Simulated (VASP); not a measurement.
# BaTiO3 (Amm2) in VASP: single point with PBE+U

Aim: the single point of BaTiO3 with PBE+U.

All numbers are computed with VASP 6.6.1; they aren't measurements. Logs are shortened: lines on timing, memory, paths and dates and some standing lists are left out, and cuts for length are marked.

## (1) The cell of the first run

It takes space group Amm2 (No. 38, orthorhombic). The conventional cell has a = 4.008 Å, b = 5.517 Å, c = 5.772 Å, α = 90.00°, β = 90.00°, γ = 90.00°. Ba (site symmetry mm2) has 12 O at 2.76 to 2.98 Å and 8 Ti at 3.41 to 3.57 Å within 3.6 Å. Ti (site symmetry mm2) has 6 O at 1.85 to 2.15 Å within 2.5 Å. O (site symmetry mm2) has 2 Ti at 2.01 Å and 4 Ba at 2.76 to 2.98 Å and 8 O at 2.80 to 2.85 Å within 3.0 Å. O (site symmetry m) has 2 Ti at 1.85 to 2.15 Å within 2.5 Å.

## (2) Single point, PBE+U (strain -0.0400 x Voigt [0, 1, 0, 0, 0, 0])

File INCAR:

```
SYSTEM = BaTiO3
PREC     = Accurate       ! precision mode
ENCUT    = 1340           ! plane-wave cutoff, eV
EDIFF    = 1E-6           ! SCF threshold, eV
ISMEAR   = 0              ! smearing method
SIGMA    = 0.05           ! smearing width, eV
LREAL    = .False.        ! projectors in reciprocal space
LASPH    = .True.         ! aspherical terms in the spheres
NELM     = 200            ! most SCF steps
ALGO     = Normal         ! electronic algorithm
ISIF     = 2              ! what is computed and relaxed
LWAVE    = .False.        ! write WAVECAR
LCHARG   = .False.        ! write CHGCAR
LMAXMIX  = 4              ! l up to which the mixer works
LDAU     = .True.         ! DFT+U
LDAUTYPE = 2            
LDAUL    = -1 2 -1        ! shell
LDAUU    = 0 4 0          ! U, eV
LDAUJ    = 0 0 0        
LDAUPRINT= 1            
GGA      = PE             ! functional
NBANDS   = 28             ! bands
GGA_COMPAT= .False.
```

File KPOINTS:

```
Automatic mesh
0
Gamma
  6 6 6
  0 0 0
```

File POSCAR:

```
BaTiO3
1.0
    4.0082194557      0.0000000000      0.0000000000
    0.0000000000      2.7583502081      2.8859183815
    0.0000000000     -2.7583502081      2.8859183815
Ba Ti O
1 1 3
Direct
    0.0000000000      0.0080771855      0.0080771855
    0.5000000000      0.5197092867      0.5197092867
    0.0000000000      0.4916268346      0.4916268346
    0.5000000000      0.4938075389      0.9829991543
    0.5000000000      0.9829991543      0.4938075389
```

Potentials or basis: VASP PAW PBE potentials, release 64 (Ba_sv, Ti_sv, O_h).

Command:

```bash
$ cat potpaw_PBE.64/Ba_sv/POTCAR potpaw_PBE.64/Ti_sv/POTCAR potpaw_PBE.64/O_h/POTCAR > POTCAR
$ mpirun -np 1 vasp_std > vasp.out
```

OUTCAR:

```text
SYSTEM = BaTiO3
   PREC = Accurate
   ENCUT = 1340
   EDIFF = 1E-6
   ISMEAR = 0
   LREAL = .False.
   LASPH = .True.
   NELM = 200
   ISIF = 2
   GGA = PE

 ion  position               nearest neighbor table
   1  0.000  0.008  0.008-   3 2.76   3 2.76   4 2.79   5 2.79   4 2.79   5 2.79   3 2.79   5 2.87
                             4 2.87   5 2.87   4 2.87   3 2.98   2 3.41   2 3.41   2 3.41   2 3.41
   2  0.500  0.520  0.520-   4 1.85   5 1.85   3 2.01   3 2.01   5 2.15   4 2.15   1 3.41   1 3.41
                             1 3.41   1 3.41   1 3.46   1 3.46   1 3.57   1 3.57
   3  0.000  0.492  0.492-   2 2.01   2 2.01   1 2.76   1 2.76   1 2.79   1 2.98
   4  0.500  0.494  0.983-   2 1.85   2 2.15   1 2.79   1 2.79   1 2.87   1 2.87
   5  0.500  0.983  0.494-   2 1.85   2 2.15   1 2.79   1 2.79   1 2.87   1 2.87

  LATTYP: Found a base centered orthorhombic cell.
 ALAT       =     5.5167004162
 B/A-ratio  =     1.0462479975
 C/A-ratio  =     0.7265610153

  Lattice vectors:

 A1 = (   0.0000000000,   2.7583502081,  -2.8859183815)
 A2 = (   0.0000000000,   2.7583502081,   2.8859183815)
 A3 = (   4.0082194557,   0.0000000000,   0.0000000000)

Analysis of symmetry for initial positions (statically):
=====================================================================
 Subroutine PRICEL returns:
 Original cell was already a primitive cell.

 Routine SETGRP: Setting up the symmetry group for a
 base centered orthorhombic supercell.

 Subroutine GETGRP returns: Found  4 space group operations
 (whereof  4 operations were pure point group operations)
 out of a pool of  8 trial point group operations.

The static configuration has the point symmetry C_2v.

Analysis of symmetry for dynamics (positions and initial velocities):
=====================================================================
 Subroutine PRICEL returns:
 Original cell was already a primitive cell.

 Routine SETGRP: Setting up the symmetry group for a
 base centered orthorhombic supercell.

 Subroutine GETGRP returns: Found  4 space group operations
 (whereof  4 operations were pure point group operations)
 out of a pool of  8 trial point group operations.

The dynamic configuration has the point symmetry C_2v.

 Subroutine INISYM returns: Found  4 space group operations
 (whereof  4 operations are pure point group operations),
 and found     1 'primitive' translations

----------------------------------------------------------------------------------------

                                     Primitive cell

  volume of cell :      63.8138

  direct lattice vectors                    reciprocal lattice vectors
     4.008219456  0.000000000  0.000000000     0.249487337  0.000000000  0.000000000
     0.000000000  2.758350208  2.885918381     0.000000000  0.181267773  0.173255073
     0.000000000 -2.758350208  2.885918381     0.000000000 -0.181267773  0.173255073

  length of vectors
     4.008219456  3.992119835  3.992119835     0.249487337  0.250749528  0.250749528

  position of ions in fractional coordinates (direct lattice)
     0.000000000  0.008077185  0.008077185
     0.500000000  0.519709287  0.519709287
     0.000000000  0.491626835  0.491626835
     0.500000000  0.493807539  0.982999154
     0.500000000  0.982999154  0.493807539

  ion indices of the primitive-cell ions
   primitive index   ion index
                 1           1
                 2           2
                 3           3
                 4           4
                 5           5

----------------------------------------------------------------------------------------

 KPOINTS: Automatic mesh

Automatic generation of k-mesh.
 Grid dimensions read from file:
 generate k-points for:    6    6    6

 Generating k-lattice:
[... 54 lines left out ...]
   ISTART =      0    job   : 0-new  1-cont  2-samecut
   ICHARG =      2    charge: 1-file 2-atom 10-const
   ISPIN  =      1    spin polarized calculation?
   LNONCOLLINEAR =      F non collinear calculations
   LSORBIT =      F    spin-orbit coupling
   LASPH  =      T    aspherical Exc in radial PAW
   ENCUT  = 1340.0 eV  98.49 Ry    9.92 a.u.  11.96 11.92 11.92*2*pi/ulx,y,z
   NELM   =    200;   NELMIN=  2; NELMDL= -5     # of ELM steps
   EDIFF  = 0.1E-05   stopping-criterion for ELM
   LREAL  =      F    real-space projection
   EDIFFG = 0.1E-04   stopping-criterion for IOM
   NSW    =      0    number of steps for IOM
   IBRION =     -1    ionic relax: 0-MD 1-quasi-New 2-CG
   NFREE  =      0    steps in history (QN), initial steepest desc. (CG)
   ISIF   =      2    stress and relaxation
   ISYM   =      2    0-nonsym 1-usesym 2-fastsym
   POTIM  = 0.5000    time-step for ionic-motion
   TEBEG  =    0.0;   TEEND  =   0.0 temperature during run
   PSTRESS=    0.0 pullay stress
   NELECT =      40.0000    total number of electrons
   NUPDOWN=      -1.0000    fix difference up-down
   EMIN   =  10.00;   EMAX   =-10.00  energy-range for DOS
   EFERMI =   0.00;   METHOD = LEGACY
   ISMEAR =     0;   SIGMA  =   0.05  broadening in eV -4-tet -1-fermi 0-gaus
   EFERMI_NEDOS =   21; number of points for ismear=-14 and -15
   IALGO  =     38    algorithm
   IMIX   =      4    mixing-type and parameters
     AMIX     =   0.40;   BMIX     =  1.00
     AMIX_MAG =   1.60;   BMIX_MAG =  1.00
  volume/ion in A,a.u.               =      12.76        86.13
  Fermi-wavevector in a.u.,A,eV,Ry     =   1.401059  2.647618 26.707789  1.962967
  Thomas-Fermi vector in A             =   2.523958
   LORBIT       =      0    0 simple, 1 ext, 2 COOP (PROOUT), +10 PAW based schemes
 LDA+U is selected, type is set to LDAUTYPE =  2
   angular momentum for each species LDAUL =    -1    2   -1
   U (eV)           for each species LDAUU =   0.0  4.0  0.0
   J (eV)           for each species LDAUJ =   0.0  0.0  0.0
   GGA     = PE    functional components
   LHFCALC =     F    Hartree Fock is set to
   AEXX    =    0.0000 exact exchange contribution
   IVDW    =     0    specifies the selected vdW correction
   LEPSILON=     F    determine dielectric tensor
   LRPA    =     F    only Hartree local field effects (RPA)
 non-spin polarized calculation
 Gauss-broadening in eV      SIGMA  =   0.05
  energy-cutoff  :     1340.00
  volume of cell :       63.81
 maximum number of plane-waves:      7136
 NGX is ok and might be reduce to    48
   NGX = 23   NGY = 23   NGZ = 23

atom =   2  type =  2  l = 2

 onsite density matrix

spin component  1

  0.1100  0.0000  0.0000  0.0000  0.0000
  0.0000  0.2607  0.0000  0.0000  0.0000
  0.0000  0.0000  0.1429  0.0000 -0.0496
  0.0000  0.0000  0.0000  0.1075  0.0000
  0.0000  0.0000 -0.0496  0.0000  0.2120

spin component  2

  0.1100  0.0000  0.0000  0.0000  0.0000
  0.0000  0.2607  0.0000  0.0000  0.0000
  0.0000  0.0000  0.1429  0.0000 -0.0496
  0.0000  0.0000  0.0000  0.1075  0.0000
  0.0000  0.0000 -0.0496  0.0000  0.2120

 occupancies and eigenvectors

  o =  0.1075  v =  0.0000  0.0000 -0.0000  1.0000 -0.0000  0.0000  0.0000  0.0000  0.0000  0.0000      0.0000  0.0000  0.0000  0.0000  0.0000  0.0000  0.0000  0.0000  0.0000  0.0000
  o =  0.1075  v =  0.0000  0.0000  0.0000  0.0000  0.0000  0.0000  0.0000 -0.0000  1.0000 -0.0000      0.0000  0.0000  0.0000  0.0000  0.0000  0.0000  0.0000  0.0000  0.0000  0.0000
  o =  0.1100  v =  1.0000  0.0000  0.0000  0.0000  0.0000  0.0000  0.0000  0.0000  0.0000  0.0000      0.0000  0.0000  0.0000  0.0000  0.0000  0.0000  0.0000  0.0000  0.0000  0.0000
  o =  0.1100  v =  0.0000  0.0000  0.0000  0.0000  0.0000  1.0000  0.0000  0.0000  0.0000  0.0000      0.0000  0.0000  0.0000  0.0000  0.0000  0.0000  0.0000  0.0000  0.0000  0.0000
  o =  0.1171  v =  0.0000  0.0000 -0.8864 -0.0000 -0.4629  0.0000  0.0000  0.0000  0.0000  0.0000      0.0000  0.0000  0.0000  0.0000  0.0000  0.0000  0.0000  0.0000  0.0000  0.0000
  o =  0.1171  v =  0.0000  0.0000  0.0000  0.0000  0.0000  0.0000  0.0000 -0.8864 -0.0000 -0.4629      0.0000  0.0000  0.0000  0.0000  0.0000  0.0000  0.0000  0.0000  0.0000  0.0000
  o =  0.2378  v =  0.0000  0.0000  0.0000  0.0000  0.0000  0.0000  0.0000 -0.4629  0.0000  0.8864      0.0000  0.0000  0.0000  0.0000  0.0000  0.0000  0.0000  0.0000  0.0000  0.0000
  o =  0.2378  v =  0.0000  0.0000 -0.4629  0.0000  0.8864  0.0000  0.0000  0.0000  0.0000  0.0000      0.0000  0.0000  0.0000  0.0000  0.0000  0.0000  0.0000  0.0000  0.0000  0.0000
  o =  0.2607  v =  0.0000  0.0000  0.0000  0.0000  0.0000  0.0000  1.0000  0.0000  0.0000  0.0000      0.0000  0.0000  0.0000  0.0000  0.0000  0.0000  0.0000  0.0000  0.0000  0.0000
  o =  0.2607  v =  0.0000  1.0000  0.0000  0.0000  0.0000  0.0000  0.0000  0.0000  0.0000  0.0000      0.0000  0.0000  0.0000  0.0000  0.0000  0.0000  0.0000  0.0000  0.0000  0.0000

 number of electron      40.0000000 magnetization

 Free energy of the ion-electron system (eV)
  ---------------------------------------------------
  ext. energy  EPLUGINS =         0.00000000
  ---------------------------------------------------
  free energy    TOTEN  =       -37.15816475 eV

  energy without entropy =      -37.15816475  energy(sigma->0) =      -37.15816475

 E-fermi :   4.7252     XC(G=0): -11.2789

 val. band max:        4.3551427599   @ k =   0.5000   0.5000   0.5000
 cond. band min:       6.8806787922   @ k =   0.0000   0.0000   0.0000
 fundamental gap:      2.5255360323
 Fermi energy:         4.7251814912

 k-point     1 :       0.0000    0.0000    0.0000
  band No.  band energies     occupation
      1     -53.0623      2.00000
      2     -29.2998      2.00000
      3     -29.2686      2.00000
      4     -29.2284      2.00000
      5     -20.4739      2.00000
      6     -12.5991      2.00000
[... 733 lines left out ...]
     27      12.5310      0.00000
     28      13.0811      0.00000

 [... further k-points ...]

------------------------ aborting loop because EDIFF is reached ----------------------------------------

  FORCE on cell =-STRESS in cart. coord.  units (eV):
  Direction    XX          YY          ZZ          XY          YZ          ZX
  --------------------------------------------------------------------------------------
  -------------------------------------------------------------------------------------
  Total        3.0924334      7.2768352      3.0022957      0.0000000      0.0000000      0.0000000
  in kB       77.6418723    182.6998482     75.3787801      0.0000000      0.0000000      0.0000000
  external PRESSURE =     111.9068335 kB  Pullay stress =       0.0000000 kB

 VOLUME and BASIS-vectors are now :
 -----------------------------------------------------------------------------
  energy-cutoff  :     1340.00
  volume of cell :       63.81
      direct lattice vectors                 reciprocal lattice vectors
     4.008219456  0.000000000  0.000000000     0.249487337  0.000000000  0.000000000
     0.000000000  2.758350208  2.885918381     0.000000000  0.181267773  0.173255073
     0.000000000 -2.758350208  2.885918381     0.000000000 -0.181267773  0.173255073

 POSITION                                       TOTAL-FORCE (eV/Angst)
 -----------------------------------------------------------------------------------
      0.00000      0.00000      0.04662         0.000000      0.000000     -0.070842
      2.00411      0.00000      2.99968         0.000000      0.000000     -1.130639
      0.00000      0.00000      2.83759         0.000000      0.000000     -0.013241
      2.00411     -1.34936      4.26194         0.000000     -0.749056      0.607361
      2.00411      1.34936      4.26194         0.000000      0.749056      0.607361
 -----------------------------------------------------------------------------------
    total drift:                                0.000000      0.000000     -0.000440

  FREE ENERGIE OF THE ION-ELECTRON SYSTEM (eV)
  ---------------------------------------------------
  free  energy   TOTEN  =       -37.1581647459 eV

  energy  without entropy=      -37.1581647459  energy(sigma->0) =      -37.15816475
```

Run time: 4.8 min. Hardware: 1 thread of Intel Xeon Platinum 8559C (Emerald Rapids), shared host; peak memory 0.58 GiB.

What came out:

```yaml
Free_energy: -37.1582 eV
Pressure: 11.2 GPa
Largest_force: 1.131 eV/Å
Band_gap_on_the_k_mesh: 2.53 eV (least direct gap 2.80 eV)
```

Forces in eV/Å, atoms in the order of the input:
```
Ba   0.000  0.000 -0.071
Ti   0.000  0.000 -1.131
O    0.000  0.000 -0.013
O    0.000 -0.749  0.607
O    0.000  0.749  0.607
```

Eigenvalues of the final occupation matrices:
```csv
site,spin,trace,eigenvalues
site 2 d,1,0.83,0.11 0.11 0.12 0.24 0.26
site 2 d,2,0.83,0.11 0.11 0.12 0.24 0.26
```

Caveat: the cell differs from its parent crystal (strain -0.0400 x Voigt [0, 1, 0, 0, 0, 0]); the stress differs along the axes, from 8 to 18 GPa; spin-orbit coupling is left out, which moves the levels of the heavy elements; forces of over 1 eV/Å act on the atoms, so gaps and moduli don't describe the material at rest.
